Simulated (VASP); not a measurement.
# Pb (P6_3/mmc) in VASP: further runs

Runs on Pb. Level: PBEsol. Tasks: single point.

Program: VASP 6.6.1. These are calculated values, not measurements. Logs are shortened: lines on timing, memory, paths and dates and some standing lists are left out, and cuts for length are marked.

## 1. The cell of the first run

Symmetry: P6_3/mmc, No. 194, hexagonal system. The conventional cell has a = 3.396 Å, b = 3.396 Å, c = 11.022 Å, α = 90.00°, β = 90.00°, γ = 120.00°. Within 4.4 Å of Pb (site symmetry -3m) lie 12 Pb at 3.38 to 3.40 Å. Pb (site symmetry -6m2) has 12 Pb at 3.38 to 3.40 Å within 4.4 Å.

This isn't the form of Pb at room conditions, which is fcc.

## 2. Single point, PBEsol (27.52 Å³/atom)

The input, INCAR:

```
  PREC = Accurate
  ENCUT = 520
  EDIFF = 1E-7
  ISMEAR = -1
  SIGMA = 0.1
  LREAL = False
  LASPH = True
  NELM = 80
  ALGO = Normal
  ISIF = 2
  LWAVE = False
  LCHARG = False
  GGA = PS
  NBANDS = 36
```

The input, KPOINTS:

```
regular mesh
0
Gamma
  12 12 4
```

The input, POSCAR:

```
Pb
1.0
    3.3956672932      0.0000000000      0.0000000000
   -1.6978336466      2.9407341387      0.0000000000
    0.0000000000      0.0000000000     11.0223731567
Pb
4
Direct
    1.0000000000      1.0000000000      0.0000000000
    1.0000000000      1.0000000000      0.5000000000
    0.3333333333      0.6666666667      0.2500000000
    0.6666666667      0.3333333333      0.7500000000
```

Potentials or basis: VASP PAW PBE potentials, release 64 (Pb_d).

The run is started by

```bash
$ cat potpaw_PBE.64/Pb_d/POTCAR > POTCAR
$ mpirun -np 1 vasp_std > vasp.out
```

OUTCAR:

```text
PREC = Accurate
   ENCUT = 520
   EDIFF = 1E-7
   ISMEAR = -1
   LREAL = False
   LASPH = True
   NELM = 80
   ISIF = 2
   GGA = PS

 ion  position               nearest neighbor table
   1  0.000  0.000  0.000-   3 3.38   4 3.38   3 3.38   4 3.38   4 3.38   3 3.38
   2  0.000  0.000  0.500-   3 3.38   4 3.38   3 3.38   4 3.38   4 3.38   3 3.38
   3  0.333  0.667  0.250-   1 3.38   2 3.38   1 3.38   2 3.38   1 3.38   2 3.38
   4  0.667  0.333  0.750-   1 3.38   2 3.38   1 3.38   2 3.38   1 3.38   2 3.38

  LATTYP: Found a hexagonal cell.
 ALAT       =     3.3956672932
 C/A-ratio  =     3.2460109325

  Lattice vectors:

 A1 = (   3.3956672932,   0.0000000000,   0.0000000000)
 A2 = (  -1.6978336466,   2.9407341387,   0.0000000000)
 A3 = (   0.0000000000,   0.0000000000,  11.0223731567)

Analysis of symmetry for initial positions (statically):
=====================================================================
 Subroutine PRICEL returns:
 Original cell was already a primitive cell.

 Routine SETGRP: Setting up the symmetry group for a
 hexagonal supercell.

 Subroutine GETGRP returns: Found 24 space group operations
 (whereof 12 operations were pure point group operations)
 out of a pool of 24 trial point group operations.

The static configuration has the point symmetry D_3d.
 The point group associated with its full space group is D_6h.

Analysis of symmetry for dynamics (positions and initial velocities):
=====================================================================
 Subroutine PRICEL returns:
 Original cell was already a primitive cell.

 Routine SETGRP: Setting up the symmetry group for a
 hexagonal supercell.

 Subroutine GETGRP returns: Found 24 space group operations
 (whereof 12 operations were pure point group operations)
 out of a pool of 24 trial point group operations.

The dynamic configuration has the point symmetry D_3d.
 The point group associated with its full space group is D_6h.

 Subroutine INISYM returns: Found 24 space group operations
 (whereof 12 operations are pure point group operations),
 and found     1 'primitive' translations

----------------------------------------------------------------------------------------

                                     Primitive cell

  volume of cell :     110.0667

  direct lattice vectors                    reciprocal lattice vectors
     3.395667293  0.000000000  0.000000000     0.294492927  0.170025571  0.000000000
    -1.697833647  2.940734139  0.000000000     0.000000000  0.340051141  0.000000000
     0.000000000  0.000000000 11.022373157     0.000000000  0.000000000  0.090724564

  length of vectors
     3.395667293  3.395667293 11.022373157     0.340051141  0.340051141  0.090724564

  position of ions in fractional coordinates (direct lattice)
     0.000000000  0.000000000  0.000000000
     0.000000000  0.000000000  0.500000000
     0.333333333  0.666666667  0.250000000
     0.666666667  0.333333333  0.750000000

  ion indices of the primitive-cell ions
   primitive index   ion index
                 1           1
                 2           2
                 3           3
                 4           4

----------------------------------------------------------------------------------------

 KPOINTS: regular mesh

Automatic generation of k-mesh.
 Grid dimensions read from file:
 generate k-points for:   12   12    4

 Generating k-lattice:

  Cartesian coordinates                     Fractional coordinates (reciprocal lattice)
     0.024541077  0.014168798  0.000000000     0.083333333 -0.000000000  0.000000000
     0.000000000  0.028337595  0.000000000     0.000000000  0.083333333  0.000000000
     0.000000000  0.000000000  0.022681141     0.000000000  0.000000000  0.250000000

  Length of vectors
     0.028337595  0.028337595  0.022681141

  Shift w.r.t. Gamma in fractional coordinates (k-lattice)
     0.000000000  0.000000000  0.000000000

 Subroutine IBZKPT returns following result:
 ===========================================

 Found     57 irreducible k-points:

 Following reciprocal coordinates:
            Coordinates               Weight
  0.000000  0.000000  0.000000      1.000000
  0.083333 -0.000000  0.000000      6.000000
  0.166667 -0.000000  0.000000      6.000000
  0.250000 -0.000000  0.000000      6.000000
  0.333333 -0.000000  0.000000      6.000000
  0.416667 -0.000000  0.000000      6.000000
[... 16 lines left out ...]
  0.250000 -0.000000  0.250000     12.000000
  0.333333 -0.000000  0.250000     12.000000
 [... further k-points ...]
   k-points           NKPTS =     57   k-points in BZ     NKDIM =     57   number of bands    NBANDS=     36
   number of dos      NEDOS =    301   number of ions     NIONS =      4
   total plane-waves  NPLWV =  65856
   dimension x,y,z NGX =    28 NGY =   28 NGZ =   84
   dimension x,y,z NGXF=    56 NGYF=   56 NGZF=  168
   ions per type =               4
   NGX,Y,Z   is equivalent  to a cutoff of  13.71, 13.71, 12.67 a.u.
   NGXF,Y,Z  is equivalent  to a cutoff of  27.42, 27.42, 25.34 a.u.
 SYSTEM =  unknown system
   PREC   = accura    normal or accurate (medium, high low for compatibility)
   ISTART =      0    job   : 0-new  1-cont  2-samecut
   ICHARG =      2    charge: 1-file 2-atom 10-const
   ISPIN  =      1    spin polarized calculation?
   LNONCOLLINEAR =      F non collinear calculations
   LSORBIT =      F    spin-orbit coupling
   LASPH  =      T    aspherical Exc in radial PAW
   ENCUT  =  520.0 eV  38.22 Ry    6.18 a.u.   6.31  6.31 20.49*2*pi/ulx,y,z
   NELM   =     80;   NELMIN=  2; NELMDL= -5     # of ELM steps
   EDIFF  = 0.1E-06   stopping-criterion for ELM
   LREAL  =      F    real-space projection
   EDIFFG = 0.1E-05   stopping-criterion for IOM
   NSW    =      0    number of steps for IOM
   IBRION =     -1    ionic relax: 0-MD 1-quasi-New 2-CG
   NFREE  =      0    steps in history (QN), initial steepest desc. (CG)
   ISIF   =      2    stress and relaxation
   ISYM   =      2    0-nonsym 1-usesym 2-fastsym
   POTIM  = 0.5000    time-step for ionic-motion
   TEBEG  =    0.0;   TEEND  =   0.0 temperature during run
   PSTRESS=    0.0 pullay stress
   NELECT =      56.0000    total number of electrons
   NUPDOWN=      -1.0000    fix difference up-down
   EMIN   =  10.00;   EMAX   =-10.00  energy-range for DOS
   EFERMI =   0.00;   METHOD = LEGACY
   ISMEAR =    -1;   SIGMA  =   0.10  broadening in eV -4-tet -1-fermi 0-gaus
   EFERMI_NEDOS =   21; number of points for ismear=-14 and -15
   IALGO  =     38    algorithm
   IMIX   =      4    mixing-type and parameters
     AMIX     =   0.40;   BMIX     =  1.00
     AMIX_MAG =   1.60;   BMIX_MAG =  1.00
  volume/ion in A,a.u.               =      27.52       185.69
  Fermi-wavevector in a.u.,A,eV,Ry     =   1.306930  2.469739 23.239633  1.708065
  Thomas-Fermi vector in A             =   2.437698
   LORBIT       =      0    0 simple, 1 ext, 2 COOP (PROOUT), +10 PAW based schemes
   GGA     = PS    functional components
   LHFCALC =     F    Hartree Fock is set to
   AEXX    =    0.0000 exact exchange contribution
   IVDW    =     0    specifies the selected vdW correction
   LEPSILON=     F    determine dielectric tensor
   LRPA    =     F    only Hartree local field effects (RPA)
 non-spin polarized calculation
  energy-cutoff  :      520.00
  volume of cell :      110.07
 maximum number of plane-waves:      2993
 NGX is ok and might be reduce to    28
   NGX = 13   NGY = 13   NGZ = 41

 number of electron      55.9999996 magnetization

 Free energy of the ion-electron system (eV)
  ---------------------------------------------------
  ext. energy  EPLUGINS =         0.00000000
  ---------------------------------------------------
  free energy    TOTEN  =       -15.85984741 eV

  energy without entropy =      -15.79714755  energy(sigma->0) =      -15.82849748

 E-fermi :   8.2602     XC(G=0): -10.8179

 val. band max:        8.2126011310   @ k =   0.4167   0.1667   0.0000
 cond. band min:       8.3191470117   @ k =   0.4167   0.1667   0.0000
 fundamental gap:      0.1065458806
 Fermi energy:         8.2602492027

 k-point     1 :       0.0000    0.0000    0.0000
  band No.  band energies     occupation
      1      -8.9012      2.00000
      2      -8.8599      2.00000
      3      -8.8546      2.00000
      4      -8.8353      2.00000
      5      -8.8352      2.00000
      6      -8.8352      2.00000
[... 28 lines left out ...]
     35      16.3422      0.00000
     36      16.5978      0.00000

 k-point     2 :       0.0833   -0.0000    0.0000
  band No.  band energies     occupation
      1      -8.8905      2.00000
      2      -8.8662      2.00000
      3      -8.8525      2.00000
      4      -8.8344      2.00000
      5      -8.8338      2.00000
      6      -8.8318      2.00000
[... 28 lines left out ...]
     35      16.3953      0.00000
     36      16.5645      0.00000

 k-point     3 :       0.1667   -0.0000    0.0000
  band No.  band energies     occupation
      1      -8.9097      2.00000
      2      -8.8796      2.00000
      3      -8.8719      2.00000
      4      -8.8268      2.00000
      5      -8.8201      2.00000
      6      -8.8013      2.00000
[... 28 lines left out ...]
     35      15.6566      0.00000
     36      16.1741      0.00000
[... 742 lines left out ...]
 k-point    23 :       0.2500   -0.0000    0.2500
  band No.  band energies     occupation
      1      -8.9542      2.00000
      2      -8.9260      2.00000
      3      -8.8795      2.00000
      4      -8.8375      2.00000
      5      -8.8245      2.00000
      6      -8.7966      2.00000
[... 28 lines left out ...]
     35      14.4695      0.00000
     36      15.4591      0.00000

 k-point    24 :       0.3333   -0.0000    0.2500
  band No.  band energies     occupation
      1      -8.9981      2.00000
      2      -8.9592      2.00000
      3      -8.9056      2.00000
      4      -8.8731      2.00000
      5      -8.8605      2.00000
      6      -8.8197      2.00000
[... 28 lines left out ...]
     35      13.5029      0.00000
     36      14.7412      0.00000

 [... further k-points ...]

------------------------ aborting loop because EDIFF is reached ----------------------------------------

  FORCE on cell =-STRESS in cart. coord.  units (eV):
  Direction    XX          YY          ZZ          XY          YZ          ZX
  --------------------------------------------------------------------------------------
  -------------------------------------------------------------------------------------
  Total        3.2703914      3.2703914      3.7259000      0.0000000      0.0000000     -0.0000000
  in kB       47.6051904     47.6051904     54.2357651      0.0000000      0.0000000     -0.0000000
  external PRESSURE =      49.8153820 kB  Pullay stress =       0.0000000 kB

 VOLUME and BASIS-vectors are now :
 -----------------------------------------------------------------------------
  energy-cutoff  :      520.00
  volume of cell :      110.07
      direct lattice vectors                 reciprocal lattice vectors
     3.395667293  0.000000000  0.000000000     0.294492927  0.170025571  0.000000000
    -1.697833647  2.940734139  0.000000000     0.000000000  0.340051141  0.000000000
     0.000000000  0.000000000 11.022373157     0.000000000  0.000000000  0.090724564

 POSITION                                       TOTAL-FORCE (eV/Angst)
 -----------------------------------------------------------------------------------
      0.00000      0.00000      0.00000        -0.000000      0.000000      0.000000
      0.00000      0.00000      5.51119        -0.000000      0.000000      0.000000
     -0.00000      1.96049      2.75559         0.000000      0.000000      0.000000
      1.69783      0.98024      8.26678        -0.000000     -0.000000     -0.000000
 -----------------------------------------------------------------------------------
    total drift:                                0.000000     -0.000000      0.000000

  FREE ENERGIE OF THE ION-ELECTRON SYSTEM (eV)
  ---------------------------------------------------
  free  energy   TOTEN  =       -15.8598474139 eV

  energy  without entropy=      -15.7971475455  energy(sigma->0) =      -15.82849748
```

Wall time 5.6 min (1 thread of Intel Xeon 8259CL, shared host); peak memory 0.34 GiB.

Results:

```
Free energy            : -15.8598 eV
Pressure               : 5.0 GPa
Band gap on the k mesh : zero (bands 28 and 29 overlap by 8.50 eV)
```

Caveat: the cell stands under pressure; the PAW data sets were made with another functional, which shifts forces and pressure a little; spin-orbit coupling is left out, which moves the levels of the heavy elements.

## 3. Single point, PBEsol (28.71 Å³/atom)

This run uses another cell than the first one, of 28.71 Å³/atom.

The input, INCAR:

```
PREC = Accurate
ENCUT = 520
EDIFF = 1E-6
ISMEAR = -1
SIGMA = 0.1
LREAL = F
LASPH = T
NELM = 80
ALGO = Normal
ISIF = 2
LWAVE = F
LCHARG = F
GGA = PS
NBANDS = 36
```

The input, KPOINTS:

```
Automatic mesh
0
Gamma
  12 12 4
```

The input, POSCAR:

```
Pb
1.0
    3.4441833807      0.0000000000      0.0000000000
   -1.7220916904      2.9827503030      0.0000000000
    0.0000000000      0.0000000000     11.1798569072
Pb
4
Direct
    1.0000000000      1.0000000000      0.0000000000
    1.0000000000      1.0000000000      0.5000000000
    0.3333333333      0.6666666667      0.2500000000
    0.6666666667      0.3333333333      0.7500000000
```

Potentials or basis: VASP PAW PBE potentials, release 64 (Pb_d).

The run is started by

```bash
$ cat potpaw_PBE.64/Pb_d/POTCAR > POTCAR
$ mpirun -np 1 vasp_std > vasp.out
```

OUTCAR:

```text
PREC = Accurate
   ENCUT = 520
   EDIFF = 1E-6
   ISMEAR = -1
   LREAL = F
   LASPH = T
   NELM = 80
   ISIF = 2
   GGA = PS

 ion  position               nearest neighbor table
   1  0.000  0.000  0.000-   3 3.43   4 3.43   4 3.43   3 3.43   4 3.43   3 3.43
   2  0.000  0.000  0.500-   3 3.43   4 3.43   4 3.43   3 3.43   4 3.43   3 3.43
   3  0.333  0.667  0.250-   1 3.43   2 3.43   1 3.43   2 3.43   1 3.43   2 3.43
   4  0.667  0.333  0.750-   1 3.43   2 3.43   1 3.43   2 3.43   1 3.43   2 3.43

  LATTYP: Found a hexagonal cell.
 ALAT       =     3.4441833807
 C/A-ratio  =     3.2460109325

  Lattice vectors:

 A1 = (   3.4441833807,   0.0000000000,   0.0000000000)
 A2 = (  -1.7220916904,   2.9827503030,   0.0000000000)
 A3 = (   0.0000000000,   0.0000000000,  11.1798569072)

Analysis of symmetry for initial positions (statically):
=====================================================================
 Subroutine PRICEL returns:
 Original cell was already a primitive cell.

 Routine SETGRP: Setting up the symmetry group for a
 hexagonal supercell.

[... 170 lines left out ...]
  energy without entropy =      -15.90443989  energy(sigma->0) =      -15.93676718

 E-fermi :   7.7467     XC(G=0): -10.6071

 val. band max:        7.7280144628   @ k =   0.4167   0.1667   0.0000
 cond. band min:       7.8057348437   @ k =   0.2500   0.2500   0.5000
 fundamental gap:      0.0777203810
 Fermi energy:         7.7466720596

 k-point     1 :       0.0000    0.0000    0.0000
  band No.  band energies     occupation
      1      -9.3543      2.00000
      2      -9.3235      2.00000
      3      -9.3170      2.00000
      4      -9.3042      2.00000
      5      -9.3031      2.00000
      6      -9.3031      2.00000
[... 925 lines left out ...]
     35      12.8050      0.00000
     36      13.9502      0.00000

 [... further k-points ...]

------------------------ aborting loop because EDIFF is reached ----------------------------------------

  FORCE on cell =-STRESS in cart. coord.  units (eV):
  Direction    XX          YY          ZZ          XY          YZ          ZX
  --------------------------------------------------------------------------------------
  -------------------------------------------------------------------------------------
  Total        1.4758493      1.4758493      1.8567274     -0.0000000     -0.0000000     -0.0000000
  in kB       20.5879545     20.5879545     25.9011664     -0.0000000     -0.0000000     -0.0000000
  external PRESSURE =      22.3590251 kB  Pullay stress =       0.0000000 kB

 VOLUME and BASIS-vectors are now :
 -----------------------------------------------------------------------------
  energy-cutoff  :      520.00
  volume of cell :      114.85
      direct lattice vectors                 reciprocal lattice vectors
     3.444183381  0.000000000  0.000000000     0.290344587  0.167630525  0.000000000
    -1.722091690  2.982750303  0.000000000     0.000000000  0.335261051  0.000000000
     0.000000000  0.000000000 11.179856907     0.000000000  0.000000000  0.089446583

 POSITION                                       TOTAL-FORCE (eV/Angst)
 -----------------------------------------------------------------------------------
      0.00000      0.00000      0.00000        -0.000000      0.000000     -0.000000
      0.00000      0.00000      5.58993        -0.000000      0.000000     -0.000000
     -0.00000      1.98850      2.79496        -0.000000      0.000000      0.000000
      1.72209      0.99425      8.38489         0.000000      0.000000      0.000000
 -----------------------------------------------------------------------------------
    total drift:                                0.000000     -0.000000      0.000000

  FREE ENERGIE OF THE ION-ELECTRON SYSTEM (eV)
  ---------------------------------------------------
  free  energy   TOTEN  =       -15.9690944612 eV

  energy  without entropy=      -15.9044398926  energy(sigma->0) =      -15.93676718
```

OSZICAR:

```text
N       E                     dE             d eps       ncg     rms          rms(c)
DAV:   1     0.689385348015E+03    0.68939E+03   -0.27317E+04  4104   0.193E+03
DAV:   2     0.511815377013E+02   -0.63820E+03   -0.62756E+03  4116   0.509E+02
DAV:   3    -0.131658095802E+02   -0.64347E+02   -0.63279E+02  4852   0.205E+02
DAV:   4    -0.159406687833E+02   -0.27749E+01   -0.27674E+01  5036   0.470E+01
DAV:   5    -0.160437527850E+02   -0.10308E+00   -0.10308E+00  5288   0.786E+00    0.126E+00
DAV:   6    -0.159862121812E+02    0.57541E-01   -0.12458E-01  6052   0.354E+00    0.589E-01
DAV:   7    -0.159701065552E+02    0.16106E-01   -0.45088E-02  5340   0.226E+00    0.177E-01
DAV:   8    -0.159691981766E+02    0.90838E-03   -0.37106E-03  4976   0.757E-01    0.430E-02
DAV:   9    -0.159690996683E+02    0.98508E-04   -0.28569E-04  5064   0.213E-01    0.888E-03
DAV:  10    -0.159690946515E+02    0.50167E-05   -0.29744E-05  5944   0.573E-02    0.371E-03
DAV:  11    -0.159690944612E+02    0.19030E-06   -0.26507E-06  2496   0.237E-02
   1 F= -.15969094E+02 E0= -.15936767E+02  d E =-.646546E-01
```

stdout:

```text
POSCAR found type information on POSCAR Pb
 POSCAR found :  1 types and       4 ions
 scaLAPACK will be used
 -----------------------------------------------------------------------------
|                                                                             |
|                                                                             |
|     You enforced a specific xc type in the INCAR file but a different       |
|     I HOPE YOU KNOW WHAT YOU ARE DOING!                                     |
|                                                                             |
 -----------------------------------------------------------------------------

 LDA part: xc-table for (Slater+PW92), standard interpolation
 POSCAR, INCAR and KPOINTS ok, starting setup
 FFT: planning ... GRIDC
 FFT: planning ... GRID_SOFT
 FFT: planning ... GRID
 WAVECAR not read
 entering main loop
```

Run time: 4.7 min. Hardware: 1 thread of Intel Xeon 8259CL, shared host; peak memory 0.34 GiB.

What came out:

- Free energy: -15.9691 eV
- Pressure: 2.2 GPa
- Band gap on the k mesh: zero (bands 28 and 29 overlap by 8.13 eV)

Levels at points of the mesh, in eV from the Fermi level:
```tsv
k point	band 24	band 25	band 26	band 27	band 28	band 29	band 30	band 31	band 32	band 33
(0.00, 0.00, 0.00)	-8.15	-4.50	0.88	0.89	5.78	5.78	6.66	6.66	6.69	6.69
(0.50, 0.00, 0.00)	-6.89	-4.34	-4.01	-2.42	-1.90	-0.09	0.80	2.03	3.50	3.51
(0.00, 0.00, 0.50)	-9.36	-2.63	-2.63	4.99	4.99	6.03	6.03	6.03	6.03	7.40
(0.50, 0.00, 0.50)	-7.23	-3.71	-3.71	-2.97	-2.97	1.40	1.40	2.42	2.42	3.03
```

Caveat: the PAW data sets were made with another functional, which shifts forces and pressure a little; spin-orbit coupling is left out, which moves the levels of the heavy elements.

The gap in the log of VASP goes by the Fermi energy; the results here count the filled bands.